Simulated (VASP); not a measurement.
# Si16Ge (a cell with a defect) in VASP: notebook, part 2 of 2

VASP 6.6.1.

**3. Single point, PBE**

File INCAR:

```
ALGO = Normal ; EDIFF = 1E-6
ENCUT = 520 ; GGA = PE
ISIF = 2 ; ISMEAR = 0
LASPH = True ; LCHARG = False
LREAL = Auto ; LWAVE = False
NBANDS = 53 ; NELM = 60
PREC = Accurate ; SIGMA = 0.02
```

File KPOINTS:

```
k-points
0
Gamma
  2 2 2
```

File POSCAR:

```
Si16Ge
1.0
    0.0000000000      5.4300000000      5.4300000000
    5.4300000000      0.0000000000      5.4300000000
    5.4300000000      5.4300000000      0.0000000000
Si Ge
16 1
Direct
   -0.0031549724      0.0153249540     -0.0097046961
    0.1126730203      0.1259768877      0.1348043278
   -0.0242582873      0.0089021179      0.5060225599
    0.1151094843      0.1564435543      0.6117542357
   -0.0039135359      0.4970380295     -0.0089686004
    0.1434289134      0.6430972376      0.0697237569
    0.0204548803      0.5188112339      0.4403198895
    0.1134380295      0.6161943831      0.6122960405
    0.4859682320     -0.0144822284      0.0426765193
    0.6261158379      0.1255856354      0.1358101289
    0.5091103131      0.0087817680      0.5067797422
    0.6107796501      0.1099479742      0.6687116943
    0.5154339779      0.4964566298     -0.0080442910
    0.6255924494      0.6121716390      0.1366197053
    0.5089658379      0.4747604972      0.5073361878
    0.6579924494      0.6149955801      0.6131535912
    0.2800439227      0.7767558932      0.6641733886
```

Potentials or basis: VASP PAW PBE potentials, release 64 (Si, Ge_d).

On the command line:

```sh
> cat potpaw_PBE.64/Si/POTCAR potpaw_PBE.64/Ge_d/POTCAR > POTCAR
> mpirun -np 1 vasp_std > vasp.out
```

OUTCAR:

```text
EDIFF = 1E-6
   ENCUT = 520
   GGA = PE
   ISIF = 2
   ISMEAR = 0
   LASPH = True
   LREAL = Auto
   NELM = 60
   PREC = Accurate

 ion  position               nearest neighbor table
   1  0.997  0.015  0.990-  10 2.33   2 2.33   6 2.35   4 2.38
   2  0.113  0.126  0.135-   3 2.33   1 2.33   5 2.33   9 2.35
   3  0.976  0.009  0.506-  12 2.30   2 2.33   4 2.47   8 2.47  17 2.57
   4  0.115  0.156  0.612-   7 2.30   1 2.38  17 2.43   3 2.47  11 2.48
   5  0.996  0.497  0.991-  14 2.33   2 2.33   6 2.35   8 2.38
   6  0.143  0.643  0.070-   7 2.32   5 2.35  13 2.35   1 2.35  17 2.54
   7  0.020  0.519  0.440-   4 2.30   8 2.30  16 2.30   6 2.32
   8  0.113  0.616  0.612-   7 2.30   5 2.38  17 2.43   3 2.47  15 2.49
   9  0.486  0.986  0.043-  12 2.34  14 2.35  10 2.35   2 2.35
  10  0.626  0.126  0.136-  11 2.33   1 2.33  13 2.33   9 2.35
  11  0.509  0.009  0.507-  12 2.30  10 2.33  16 2.47   4 2.48  17 2.57
  12  0.611  0.110  0.669-  15 2.30  11 2.30   3 2.30   9 2.34
  13  0.515  0.496  0.992-  14 2.33  10 2.33   6 2.35  16 2.38
  14  0.626  0.612  0.137-  15 2.33  13 2.33   5 2.33   9 2.35
  15  0.509  0.475  0.507-  12 2.30  14 2.33  16 2.48   8 2.49  17 2.55
  16  0.658  0.615  0.613-   7 2.30  13 2.38  17 2.42  11 2.47  15 2.48
  17  0.280  0.777  0.664-  16 2.42   8 2.43   4 2.43   6 2.54  15 2.55  11 2.57   3 2.57

  LATTYP: Found a face centered cubic cell.
 ALAT       =    10.8600000000

  Lattice vectors:

 A1 = (   0.0000000000,   5.4300000000,   5.4300000000)
 A2 = (   5.4300000000,   0.0000000000,   5.4300000000)
 A3 = (   5.4300000000,   5.4300000000,   0.0000000000)

Analysis of symmetry for initial positions (statically):
=====================================================================
 Subroutine PRICEL returns:
 Original cell was already a primitive cell.

 Routine SETGRP: Setting up the symmetry group for a
 face centered cubic supercell.

 Subroutine GETGRP returns: Found  1 space group operations
 (whereof  1 operations were pure point group operations)
 out of a pool of 48 trial point group operations.

The static configuration has the point symmetry C_1 .

Analysis of symmetry for dynamics (positions and initial velocities):
=====================================================================
 Subroutine PRICEL returns:
 Original cell was already a primitive cell.

 Routine SETGRP: Setting up the symmetry group for a
 face centered cubic supercell.

 Subroutine GETGRP returns: Found  1 space group operations
 (whereof  1 operations were pure point group operations)
 out of a pool of 48 trial point group operations.

The dynamic configuration has the point symmetry C_1 .

 Subroutine INISYM returns: Found  1 space group operations
 (whereof  1 operations are pure point group operations),
 and found     1 'primitive' translations

----------------------------------------------------------------------------------------

                                     Primitive cell

  volume of cell :     320.2060

  direct lattice vectors                    reciprocal lattice vectors
     0.000000000  5.430000000  5.430000000    -0.092081031  0.092081031  0.092081031
     5.430000000  0.000000000  5.430000000     0.092081031 -0.092081031  0.092081031
[... 77 lines left out ...]
  0.500000  0.500000  0.000000      1.000000
  0.000000  0.500000  0.500000      1.000000
  0.500000  0.000000  0.500000      1.000000
   k-points           NKPTS =      8   k-points in BZ     NKDIM =      8   number of bands    NBANDS=     53
   number of dos      NEDOS =    301   number of ions     NIONS =     17
   total plane-waves  NPLWV = 216000
   dimension x,y,z NGX =    60 NGY =   60 NGZ =   60
   dimension x,y,z NGXF=   120 NGYF=  120 NGZF=  120
   ions per type =              16   1
   NGX,Y,Z   is equivalent  to a cutoff of  12.99, 12.99, 12.99 a.u.
   NGXF,Y,Z  is equivalent  to a cutoff of  25.98, 25.98, 25.98 a.u.
 SYSTEM =  unknown system
   PREC   = accura    normal or accurate (medium, high low for compatibility)
   ISTART =      0    job   : 0-new  1-cont  2-samecut
   ICHARG =      2    charge: 1-file 2-atom 10-const
   ISPIN  =      1    spin polarized calculation?
   LNONCOLLINEAR =      F non collinear calculations
   LSORBIT =      F    spin-orbit coupling
   LASPH  =      T    aspherical Exc in radial PAW
   ENCUT  =  520.0 eV  38.22 Ry    6.18 a.u.  14.28 14.28 14.28*2*pi/ulx,y,z
   NELM   =     60;   NELMIN=  2; NELMDL= -5     # of ELM steps
   EDIFF  = 0.1E-05   stopping-criterion for ELM
   LREAL  =      T    real-space projection
   EDIFFG = 0.1E-04   stopping-criterion for IOM
   NSW    =      0    number of steps for IOM
   IBRION =     -1    ionic relax: 0-MD 1-quasi-New 2-CG
   NFREE  =      0    steps in history (QN), initial steepest desc. (CG)
   ISIF   =      2    stress and relaxation
   ISYM   =      2    0-nonsym 1-usesym 2-fastsym
   POTIM  = 0.5000    time-step for ionic-motion
   TEBEG  =    0.0;   TEEND  =   0.0 temperature during run
   PSTRESS=    0.0 pullay stress
   NELECT =      78.0000    total number of electrons
   NUPDOWN=      -1.0000    fix difference up-down
   EMIN   =  10.00;   EMAX   =-10.00  energy-range for DOS
   EFERMI =   0.00;   METHOD = LEGACY
   ISMEAR =     0;   SIGMA  =   0.02  broadening in eV -4-tet -1-fermi 0-gaus
   EFERMI_NEDOS =   21; number of points for ismear=-14 and -15
   IALGO  =     38    algorithm
   IMIX   =      4    mixing-type and parameters
     AMIX     =   0.40;   BMIX     =  1.00
     AMIX_MAG =   1.60;   BMIX_MAG =  1.00
  volume/ion in A,a.u.               =      18.84       127.11
  Fermi-wavevector in a.u.,A,eV,Ry     =   1.022421  1.932096 14.222785  1.045345
  Thomas-Fermi vector in A             =   2.156100
   LORBIT       =      0    0 simple, 1 ext, 2 COOP (PROOUT), +10 PAW based schemes
   GGA     = PE    functional components
   LHFCALC =     F    Hartree Fock is set to
   AEXX    =    0.0000 exact exchange contribution
   IVDW    =     0    specifies the selected vdW correction
   LEPSILON=     F    determine dielectric tensor
   LRPA    =     F    only Hartree local field effects (RPA)
 non-spin polarized calculation
 Gauss-broadening in eV      SIGMA  =   0.02
  energy-cutoff  :      520.00
  volume of cell :      320.21
 maximum number of plane-waves:      8646
 NGX is ok and might be reduce to    60
   NGX = 29   NGY = 29   NGZ = 29

 number of electron      78.0000001 magnetization

 Free energy of the ion-electron system (eV)
  ---------------------------------------------------
  ext. energy  EPLUGINS =         0.00000000
  ---------------------------------------------------
  free energy    TOTEN  =       -86.40145120 eV

  energy without entropy =      -86.39773426  energy(sigma->0) =      -86.39959273

 E-fermi :   6.9072     XC(G=0):  -9.7661

 val. band max:        6.7761139564   @ k =   0.5000   0.5000   0.5000
 cond. band min:       6.9087494050   @ k =   0.5000   0.0000   0.5000
 fundamental gap:      0.1326354486
 Fermi energy:         6.9071894945

 k-point     1 :       0.0000    0.0000    0.0000
  band No.  band energies     occupation
      1     -18.1877      2.00000
      2     -18.1869      2.00000
      3     -18.1801      2.00000
      4     -18.1629      2.00000
      5     -18.1597      2.00000
      6      -6.4396      2.00000
[... 421 lines left out ...]
     50      10.3312      0.00000
     51      10.4895      0.00000
 [bands above 51 left out]

------------------------ aborting loop because EDIFF is reached ----------------------------------------

  FORCE on cell =-STRESS in cart. coord.  units (eV):
  Direction    XX          YY          ZZ          XY          YZ          ZX
  --------------------------------------------------------------------------------------
  -------------------------------------------------------------------------------------
  Total       12.1964140     11.6609433     11.9254528     -1.4969738      1.4808699      1.5561457
  in kB       61.0257683     58.3464962     59.6699917     -7.4902327      7.4096552      7.7863041
  external PRESSURE =      59.6807521 kB  Pullay stress =       0.0000000 kB

 VOLUME and BASIS-vectors are now :
 -----------------------------------------------------------------------------
  energy-cutoff  :      520.00
  volume of cell :      320.21
      direct lattice vectors                 reciprocal lattice vectors
     0.000000000  5.430000000  5.430000000    -0.092081031  0.092081031  0.092081031
     5.430000000  0.000000000  5.430000000     0.092081031 -0.092081031  0.092081031
     5.430000000  5.430000000  0.000000000     0.092081031  0.092081031 -0.092081031

 POSITION                                       TOTAL-FORCE (eV/Angst)
 -----------------------------------------------------------------------------------
      5.46052     10.79017      5.49608        -0.043392      0.007352     -0.008242
      1.41604      1.34380      1.29587        -0.029926     -0.040491      0.031108
      2.79604      8.04598      5.34662        -0.022167     -0.047509      0.018793
      4.17131      3.94687      1.47453        -0.095888      0.009258      0.006118
      8.08022     10.79005      8.10767        -0.000796      0.002361      0.044151
      3.87062      1.15742      4.27084         0.087870      0.091708     -0.087184
[... 9 lines left out ...]
      6.66885      6.90232      6.91233        -0.002864     -0.082600      0.004156
      7.82425      5.12710      5.73842         0.307917      0.295427     -0.308266
 -----------------------------------------------------------------------------------
    total drift:                                0.010939      0.007685     -0.006904

  FREE ENERGIE OF THE ION-ELECTRON SYSTEM (eV)
  ---------------------------------------------------
  free  energy   TOTEN  =       -86.4014511985 eV

  energy  without entropy=      -86.3977342556  energy(sigma->0) =      -86.39959273
```

Wall time 1.7 min (1 thread of Intel Xeon 6975P-C (Granite Rapids), shared host); peak memory 0.5 GiB.

Results:

| Item | Value |
| --- | --- |
| Free energy | -86.4015 eV |
| Pressure | 6.0 GPa |
| Largest force | 0.526 eV/Å |
| Band gap on the k mesh | zero (band 39 reaches 6.92 eV, above the bottom of band 40 at 6.75 eV) |

Forces on the atoms (eV/Å):
```
Si  -0.043  0.007 -0.008
Si  -0.030 -0.040  0.031
Si  -0.022 -0.048  0.019
Si  -0.096  0.009  0.006
Si  -0.001  0.002  0.044
Si   0.088  0.092 -0.087
Si   0.062  0.050 -0.059
Si   0.004  0.023  0.104
Si  -0.065 -0.067  0.064
Si  -0.035 -0.036  0.040
Si  -0.025 -0.034  0.026
Si  -0.068 -0.049  0.066
Si  -0.003 -0.047 -0.003
Si  -0.037 -0.037  0.039
Si  -0.033 -0.038  0.021
Si  -0.003 -0.083  0.004
Ge   0.308  0.295 -0.308
```

Stress tensor (GPa, compression positive):
```
 6.10 -0.75  0.78
-0.75  5.83  0.74
 0.78  0.74  5.97
```

Caveat: the k points lie up to 0.50 Å⁻¹ apart.

**4. Single point, PBE**

File INCAR:

```
  ALGO = Normal
  EDIFF = 1E-6
  ENCUT = 520
  GGA = PE
  ISIF = 2
  ISMEAR = 0
  LASPH = T
  LCHARG = F
  LREAL = Auto
  LWAVE = F
  NBANDS = 53
  NELM = 80
  PREC = Accurate
  SIGMA = 0.02
```

KPOINTS is that of step 3.

File POSCAR:

```
Si16Ge
1.0
    0.0000000000      5.4300000000      5.4300000000
    5.4300000000      0.0000000000      5.4300000000
    5.4300000000      5.4300000000      0.0000000000
Si Ge
16 1
Direct
   -0.0042787293      0.0196045120     -0.0111737569
    0.1121379374      0.1248406998      0.1376920810
   -0.0260964088      0.0083525783      0.5086733886
    0.1093280847      0.1641186924      0.6156562615
   -0.0045067219      0.4953656538     -0.0105511050
    0.1515623389      0.6516846225      0.0448315838
    0.0248294659      0.5246432781      0.4256163904
    0.1081430018      0.6105264273      0.6164586556
    0.4826970534     -0.0183515654      0.0534335175
    0.6252700737      0.1245975138      0.1386045120
    0.5090446593      0.0070730203      0.5096862799
    0.6076627993      0.1070351750      0.6778127072
    0.5190246777      0.4950388582     -0.0093867403
    0.6250946593      0.6108961326      0.1390784530
    0.5084767956      0.4739563536      0.5101810313
    0.6656197053      0.6085104972      0.6179403315
    0.3013192449      0.8000636280      0.5977969613
```

On the command line:

```sh
> cat potpaw_PBE.64/Si/POTCAR potpaw_PBE.64/Ge_d/POTCAR > POTCAR
> mpirun -np 1 vasp_std > vasp.out
```

Wall time 2.1 min (1 thread of Intel Xeon 6975P-C (Granite Rapids), shared host); peak memory 0.49 GiB.

The run converged. Its results:

- Free energy: -86.3472 eV
- Pressure: 5.6 GPa
- Largest force: 0.050 eV/Å
- Band gap on the k mesh: 0.02 eV

Forces in eV/Å, atoms in the order of the input:
```
Si   0.000 -0.004  0.004
Si   0.005 -0.010 -0.006
Si  -0.005  0.007  0.009
Si  -0.009  0.027 -0.015
Si  -0.004 -0.004  0.000
Si   0.002 -0.006  0.002
Si  -0.002  0.001  0.001
Si   0.012  0.033  0.020
Si   0.007  0.008 -0.008
Si   0.004  0.010  0.001
Si   0.003 -0.010  0.006
Si  -0.005 -0.014  0.007
Si  -0.005  0.002  0.003
Si   0.002  0.011 -0.008
Si  -0.008 -0.006 -0.004
Si   0.022 -0.034 -0.029
Ge  -0.018 -0.010  0.015
```

Stress tensor (GPa, compression positive):
```
 5.59 -0.61  0.58
-0.61  5.59  0.63
 0.58  0.63  5.59
```

Levels at points of the mesh, in eV from the valence-band top:
| k point | band 35 | band 36 | band 37 | band 38 | band 39 | band 40 | band 41 | band 42 | band 43 | band 44 |
| --- | --- | --- | --- | --- | --- | --- | --- | --- | --- | --- |
| (0.00, 0.00, 0.00) | -1.30 | -1.03 | -0.47 | -0.45 | -0.44 | 0.02 | 0.06 | 0.38 | 0.38 | 0.87 |
| (0.50, 0.00, 0.00) | -1.32 | -1.31 | -1.25 | -0.73 | -0.21 | 0.34 | 0.85 | 0.98 | 1.19 | 1.42 |
| (0.00, 0.50, 0.00) | -1.33 | -1.32 | -1.23 | -0.72 | -0.23 | 0.35 | 0.85 | 1.00 | 1.19 | 1.41 |
| (0.00, 0.00, 0.50) | -1.19 | -1.19 | -1.12 | -1.10 | -0.10 | 0.52 | 0.56 | 1.28 | 1.36 | 1.37 |
| (0.50, 0.50, 0.50) | -1.33 | -1.31 | -1.24 | -0.72 | -0.22 | 0.35 | 0.85 | 0.99 | 1.19 | 1.41 |
| (0.50, 0.50, 0.00) | -1.83 | -1.71 | -1.60 | -0.63 | 0.00 | 0.55 | 1.46 | 1.56 | 1.86 | 2.00 |
| (0.00, 0.50, 0.50) | -1.83 | -1.71 | -1.60 | -0.63 | 0.00 | 0.55 | 1.46 | 1.56 | 1.86 | 2.00 |
| (0.50, 0.00, 0.50) | -1.84 | -1.72 | -1.59 | -0.61 | 0.00 | 0.54 | 1.46 | 1.57 | 1.86 | 1.99 |

Caveat: the k points lie up to 0.50 Å⁻¹ apart.
